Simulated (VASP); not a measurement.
Here is a VASP 6.6.1 calculation.

Contents of INCAR:

```
PREC = Accurate
ENCUT = 520
EDIFF = 1E-6
ISMEAR = -1
SIGMA = 0.08
LREAL = F
LASPH = T
NELM = 100
ALGO = Normal
ISIF = 2
LWAVE = F
LCHARG = T
GGA = PS
LELF = T
LVHAR = T
NBANDS = 21
```

Contents of KPOINTS:

```
Automatic mesh
0
Gamma
  16 16 9
```

POSCAR

```
Ge
1.0
    2.1790338304      0.0000000000      0.0000000000
   -1.0895169152      1.8870986529      0.0000000000
    0.0000000000      0.0000000000      3.5627705713
Ge
2
Direct
    0.3333333333      0.6666666667      0.2500000000
    0.6666666667      0.3333333333      0.7500000000
```

Potentials or basis: VASP PAW PBE potentials, release 64 (Ge_d).

Launch:

```sh
$ cat potpaw_PBE.64/Ge_d/POTCAR > POTCAR
$ mpirun -np 1 vasp_std > vasp.out
```

Question: What does it give for the band gap on the k mesh?

Answer: Zero (band 14 reaches 38.80 eV, above the bottom of band 15 at 18.32 eV).

Question: Estimate the pressure.

Answer: 541.8 GPa.

Stress tensor (GPa, compression positive):
```
541.94   0.00   0.00
  0.00 541.94   0.00
  0.00   0.00 541.55
```

Caveat: the PAW data sets were made with another functional, which shifts forces and pressure a little.
